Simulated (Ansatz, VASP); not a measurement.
**Two plane-wave programs on Rb**

```
Rb
1.0
     2.53818   -4.44472    0.00000
     2.53818    4.44472    0.00000
     0.00000    0.00000    8.44800
Rb
2
Direct
  0.83971 0.16029 0.75000
  0.16029 0.83971 0.25000
```

Alike in both runs: task single point; functional LDA; k mesh 12 × 12 × 6; occupations gaussian, width 0.15 eV; no spin polarisation.

|  | VASP | Ansatz |
| --- | --- | --- |
| version | VASP 6.6.1 | Ansatz 0.2.0 |
| potentials or method | VASP PAW LDA potentials, release 64 (Rb_sv), cutoff 520 eV | scalar-relativistic, plane waves, PAW |
| valence electrons in the cell | 18 | 18 |

|  | VASP | Ansatz | Ansatz less VASP |
| --- | --- | --- | --- |
| gap on the k mesh at the Fermi level (eV) | none | none | - |
| pressure (GPa) | -0.5 | -0.5 | 0.00 |

LDA's correlation is that of Perdew and Zunger in VASP and of Perdew and Wang (1992) in Ansatz. A gap of «none» marks a metal or a gap that the smearing closes.
